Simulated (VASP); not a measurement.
# Mg15GaO16 (a cell with a defect) in VASP: a series of runs, part 2 of 2

VASP 6.6.1. The steps go on from the part before.

## Step 3: Single point, PBE, collinear spin

INCAR

```
  PREC = Accurate
  ENCUT = 520
  EDIFF = 1E-6
  ISMEAR = 0
  SIGMA = 0.02
  LREAL = Auto
  LASPH = T
  NELM = 150
  ALGO = Normal
  ISIF = 2
  LWAVE = F
  LCHARG = T
  ISPIN = 2
  MAGMOM = 0.143 0 0 0 0 0 0 0 0 0 0 0 0 0 0 0 0.143 0.143 0 0 0 0 0 0 0 0.143 0.143 0.143 0 0 0.143 0
  LORBIT = 11
  GGA = PE
  LELF = T
  LVHAR = T
  NBANDS = 96
```

KPOINTS

```
Automatic mesh
0
Gamma
  2 2 2
  0.5 0.5 0.5
```

POSCAR

```
Mg15GaO16
1.0
    4.2535896649     -4.2535896649      4.2535896649
   -4.2535896649      4.2535896649      4.2535896649
   -4.2535896649     -4.2535896649     -4.2535896649
Ga Mg O
1 15 16
Direct
    0.2500000000      0.7500000000      0.0000000000
    0.5011546380      0.7500000000      0.7488453620
    0.7500000000      0.7500000000      0.5000000000
   -0.0011546380      0.0011546380      1.0000000000
    0.2500000000      0.0011546380      0.7488453620
   -0.0011546380      0.7500000000      0.2511546380
    0.7500000000      0.2500000000      0.0000000000
    0.5011546380      0.0011546380      0.5023092760
    0.7523092760      0.0011546380      0.2511546380
   -0.0011546380      0.2476907240      0.7488453620
    0.5011546380      0.4988453620      0.0000000000
    0.2500000000      0.2500000000      0.5000000000
    0.7476907240      0.4988453620      0.7488453620
    0.5011546380      0.2523092760      0.2511546380
   -0.0011546380      0.4988453620      0.4976907240
    0.2500000000      0.4988453620      0.2511546380
    0.2500000000      0.0082599393      0.2582599393
    0.5082599393      0.0082599393      0.0000000000
    0.7500000000      0.0000000000      0.7500000000
    0.0000000000      0.2500000000      0.2500000000
    0.2500000000      0.2500000000      0.0000000000
    0.0000000000      0.0000000000      0.5000000000
    0.7500000000      0.5000000000      0.2500000000
    0.5000000000      0.2500000000      0.7500000000
    0.7500000000      0.2500000000      0.5000000000
   -0.0082599393      0.4917400607      0.0000000000
    0.5082599393      0.7500000000      0.2582599393
    0.2500000000      0.4917400607      0.7417400607
    0.7500000000      0.7500000000      0.0000000000
    0.5000000000      0.5000000000      0.5000000000
   -0.0082599393      0.7500000000      0.7417400607
    0.2500000000      0.7500000000      0.5000000000
```

Potentials or basis: VASP PAW PBE potentials, release 64 (Ga_d, Mg, O).

Command:

```sh
$ cat potpaw_PBE.64/Ga_d/POTCAR potpaw_PBE.64/Mg/POTCAR potpaw_PBE.64/O/POTCAR > POTCAR
$ mpirun -np 1 vasp_std > vasp.out
```

OUTCAR:

```text
PREC = Accurate
   ENCUT = 520
   EDIFF = 1E-6
   ISMEAR = 0
   LREAL = Auto
   LASPH = T
   NELM = 150
   ISIF = 2
   ISPIN = 2
   LORBIT = 11
   GGA = PE

 ion  position               nearest neighbor table
   1  0.250  0.750  0.000-  17 2.20  18 2.20  26 2.20  27 2.20  28 2.20  31 2.20   9 3.02  14 3.02
                             8 3.02  15 3.02  10 3.02  13 3.02   6 3.02  11 3.02  16 3.02   2 3.02
   2  0.501  0.750  0.749-  19 2.12  30 2.12  29 2.13  32 2.13  28 2.14  18 2.14   3 2.99   4 2.99
                            16 2.99  13 2.99   8 2.99   7 3.01  12 3.01   9 3.02   1 3.02  11 3.02
   3  0.750  0.750  0.500-  27 2.06  31 2.06  23 2.13  19 2.13  30 2.13  22 2.13   2 2.99   6 2.99
                            10 2.99  14 2.99   8 3.01   9 3.01   5 3.01  13 3.01   4 3.01  15 3.01
   4  0.999  0.001  0.000-  19 2.12  20 2.12  21 2.13  29 2.13  17 2.14  31 2.14   7 2.99   2 2.99
                            16 2.99  10 2.99   9 2.99  12 3.01   3 3.01   1 3.02  14 3.02   5 3.02
   5  0.250  0.001  0.749-  22 2.12  24 2.12  21 2.13  32 2.13  31 2.14  18 2.14  12 2.99  11 2.99
                             6 2.99  10 2.99   8 2.99   7 3.01   3 3.01   1 3.02   2 3.02   4 3.02
   6  0.999  0.750  0.251-  22 2.12  23 2.12  29 2.13  32 2.13  17 2.14  26 2.14   3 2.99   5 2.99
                            11 2.99   9 2.99  15 2.99  12 3.01   7 3.01  16 3.02   4 3.02   1 3.02
   7  0.750  0.250  0.000-  18 2.06  26 2.06  20 2.13  23 2.13  24 2.13  19 2.13   4 2.99  11 2.99
                             8 2.99  15 2.99  10 3.01   6 3.01  13 3.01  14 3.01   9 3.01  16 3.01
   8  0.501  0.001  0.502-  19 2.12  24 2.12  25 2.13  32 2.13  27 2.14  17 2.14   7 2.99  10 2.99
                            13 2.99   5 2.99   2 2.99  12 3.01   3 3.01   9 3.02  14 3.02   1 3.02
   9  0.752  0.001  0.251-  20 2.12  22 2.12  25 2.13  29 2.13  27 2.14  18 2.14  12 2.99  15 2.99
[... 17 lines left out ...]
  19  0.750  0.000  0.750-   2 2.12   4 2.12   8 2.12  10 2.12   3 2.13   7 2.13
  20  0.000  0.250  0.250-   4 2.12  16 2.12  15 2.12   9 2.12   7 2.13  12 2.13
  21  0.250  0.250  0.000-   4 2.13   5 2.13  11 2.13  16 2.13  14 2.13  10 2.13
  22  0.000  0.000  0.500-   5 2.12   6 2.12   9 2.12  10 2.12   3 2.13  12 2.13
[... 8 lines left out ...]
  31  0.992  0.750  0.742-   3 2.06  13 2.14  15 2.14   4 2.14   5 2.14   1 2.20
  32  0.250  0.750  0.500-   2 2.13   5 2.13   6 2.13  16 2.13  15 2.13   8 2.13

  LATTYP: Found a body centered cubic cell.
 ALAT       =     8.5071793298

  Lattice vectors:

 A1 = (   4.2535896649,  -4.2535896649,   4.2535896649)
 A2 = (  -4.2535896649,   4.2535896649,   4.2535896649)
 A3 = (  -4.2535896649,  -4.2535896649,  -4.2535896649)

Analysis of symmetry for initial positions (statically):
=====================================================================
 Subroutine PRICEL returns:
 Original cell was already a primitive cell.

 Routine SETGRP: Setting up the symmetry group for a
 body centered cubic supercell.

 Subroutine GETGRP returns: Found 48 space group operations
 (whereof  4 operations were pure point group operations)
 out of a pool of 48 trial point group operations.

The static configuration has the point symmetry C_2v.
 The point group associated with its full space group is O_h .

Analysis of symmetry for dynamics (positions and initial velocities):
=====================================================================
 Subroutine PRICEL returns:
 Original cell was already a primitive cell.

 Routine SETGRP: Setting up the symmetry group for a
 body centered cubic supercell.

 Subroutine GETGRP returns: Found 48 space group operations
 (whereof  4 operations were pure point group operations)
 out of a pool of 48 trial point group operations.

The dynamic configuration has the point symmetry C_2v.
 The point group associated with its full space group is O_h .

Analysis of structural, dynamic, and magnetic symmetry:
=====================================================================
[... 172 lines left out ...]
   LORBIT       =     11    0 simple, 1 ext, 2 COOP (PROOUT), +10 PAW based schemes
   GGA     = PE    functional components
   LHFCALC =     F    Hartree Fock is set to
   AEXX    =    0.0000 exact exchange contribution
   IVDW    =     0    specifies the selected vdW correction
   LEPSILON=     F    determine dielectric tensor
   LRPA    =     F    only Hartree local field effects (RPA)
 spin polarized calculation
 Gauss-broadening in eV      SIGMA  =   0.02
  energy-cutoff  :      520.00
  volume of cell :      307.84
 maximum number of plane-waves:      8280
 NGX is ok and might be reduce to    54
   NGX = 27   NGY = 27   NGZ = 27

 number of electron     139.0000075 magnetization       1.0003967

 Free energy of the ion-electron system (eV)
  ---------------------------------------------------
  ext. energy  EPLUGINS =         0.00000000
  ---------------------------------------------------
  free energy    TOTEN  =      -187.38487430 eV

  energy without entropy =     -187.38487430  energy(sigma->0) =     -187.38487430

 E-fermi :   7.1852     XC(G=0): -11.0658

 val. band max:        7.0817363210   @ k =   0.2500   0.2500   0.2500
 cond. band min:       7.3734222184   @ k =  -0.2500   0.2500   0.2500
 fundamental gap:      0.2916858974
 Fermi energy:         7.1851619888

 spin component 1

 k-point     1 :       0.2500    0.2500    0.2500
  band No.  band energies     occupation
      1     -13.6409      1.00000
      2     -13.5153      1.00000
      3     -13.5153      1.00000
      4     -13.5153      1.00000
      5     -12.9964      1.00000
      6     -12.9964      1.00000
[... 157 lines left out ...]
     80      12.6815      0.00000
     81      12.7414      0.00000
 Fermi energy:         7.1851619888

 spin component 2

 k-point     1 :       0.2500    0.2500    0.2500
  band No.  band energies     occupation
      1     -13.5354      1.00000
      2     -13.4655      1.00000
      3     -13.4655      1.00000
      4     -13.4655      1.00000
      5     -12.8760      1.00000
      6     -12.8760      1.00000
[... 157 lines left out ...]
     80      12.7444      0.00000
     81      12.7831      0.00000
 [bands above 81 left out]

------------------------ aborting loop because EDIFF is reached ----------------------------------------

  FORCE on cell =-STRESS in cart. coord.  units (eV):
  Direction    XX          YY          ZZ          XY          YZ          ZX
  --------------------------------------------------------------------------------------
  -------------------------------------------------------------------------------------
  Total        4.9055042      4.9055042      4.9055042      0.0000000     -0.0000000     -0.0000000
  in kB       25.5309790     25.5309790     25.5309790      0.0000000     -0.0000000     -0.0000000
  external PRESSURE =      25.5309790 kB  Pullay stress =       0.0000000 kB

 VOLUME and BASIS-vectors are now :
 -----------------------------------------------------------------------------
  energy-cutoff  :      520.00
  volume of cell :      307.84
      direct lattice vectors                 reciprocal lattice vectors
     4.253589665 -4.253589665  4.253589665     0.000000000 -0.117547775  0.117547775
    -4.253589665  4.253589665  4.253589665    -0.117547775  0.000000000  0.117547775
    -4.253589665 -4.253589665 -4.253589665    -0.117547775 -0.117547775  0.000000000

 POSITION                                       TOTAL-FORCE (eV/Angst)
 -----------------------------------------------------------------------------------
     -2.12679      2.12679      4.25359        -0.000000     -0.000000     -0.000000
     -4.24377     -2.12679      2.13662         0.000761     -0.000000      0.000761
     -2.12679     -2.12679      4.25359        -0.000000     -0.000000     -0.000000
      4.24377     -4.24377      4.25359        -0.000761      0.000761     -0.000000
     -2.12679     -4.24377     -2.11697        -0.000000      0.000761      0.000761
     -0.00982     -2.12679      6.37056        -0.000761     -0.000000     -0.000761
[... 24 lines left out ...]
     -2.12679     -4.18332      4.25359        -0.000000      0.022431     -0.000000
     -4.25359      0.00000      2.12679        -0.000000     -0.000000     -0.000000
 -----------------------------------------------------------------------------------
    total drift:                                0.000000     -0.000000      0.000000

  FREE ENERGIE OF THE ION-ELECTRON SYSTEM (eV)
  ---------------------------------------------------
  free  energy   TOTEN  =      -187.3848742957 eV

  energy  without entropy=     -187.3848742957  energy(sigma->0) =     -187.38487430

 total charge

# of ion       s       p       d       tot
------------------------------------------
    1        0.958   0.506  10.087  11.551
    2        0.145   0.169   0.073   0.388
    3        0.151   0.179   0.079   0.410
    4        0.145   0.169   0.073   0.388
    5        0.145   0.169   0.073   0.388
    6        0.145   0.169   0.073   0.388
[... 24 lines left out ...]
   31        1.555   3.517   0.000   5.073
   32        1.542   3.543   0.000   5.086
--------------------------------------------------
tot         27.908  59.644  11.206  98.758

 magnetization (x)

# of ion       s       p       d       tot
------------------------------------------
    1        0.361   0.014   0.001   0.376
    2        0.000  -0.000  -0.000   0.000
    3        0.005   0.004   0.001   0.011
    4        0.000  -0.000  -0.000   0.000
    5        0.000  -0.000  -0.000   0.000
    6        0.000  -0.000  -0.000   0.000
[... 24 lines left out ...]
   31        0.012   0.055   0.000   0.067
   32        0.001   0.002   0.000   0.002
--------------------------------------------------
tot          0.463   0.392   0.004   0.859
```

Wall time 5.4 min (1 thread of Intel Xeon Platinum 8259CL at 2.50GHz (Skylake/Cascade Lake), shared host); peak memory 0.58 GiB.

Results:

```yaml
Free_energy: -187.3849 eV
Pressure: 2.6 GPa
Largest_force: 0.022 eV/Å
Band_gap_on_the_k_mesh: 0.29 eV
Net_moment: 1.00 μB per cell
Site_moments: Ga +0.38; Mg +0.00, +0.01; O +0.07, +0.01, +0.00 μB
Valence_electrons_inside_the_program's_atomic_spheres: Ga 11.55; Mg 0.39, 0.41; O 5.07, 5.09
```

Forces on the atoms (eV/Å):
```
Ga   0.000  0.000  0.000
Mg   0.001  0.000  0.001
Mg   0.000  0.000  0.000
Mg  -0.001  0.001  0.000
Mg   0.000  0.001  0.001
Mg  -0.001  0.000 -0.001
Mg   0.000  0.000  0.000
Mg  -0.001 -0.001  0.000
Mg   0.000 -0.001  0.001
Mg   0.001  0.000 -0.001
Mg   0.001 -0.001  0.000
Mg   0.000  0.000  0.000
Mg   0.000  0.001 -0.001
Mg  -0.001  0.000  0.001
Mg   0.001  0.001  0.000
Mg   0.000 -0.001 -0.001
O   -0.022  0.000  0.000
O    0.000  0.000  0.022
O    0.000  0.000  0.000
O    0.000  0.000  0.000
O    0.000  0.000  0.000
O    0.000  0.000  0.000
O    0.000  0.000  0.000
O    0.000  0.000  0.000
O    0.000  0.000  0.000
O    0.000  0.000 -0.022
O    0.000 -0.022  0.000
O    0.022  0.000  0.000
O    0.000  0.000  0.000
O    0.000  0.000  0.000
O    0.000  0.022  0.000
O    0.000  0.000  0.000
```
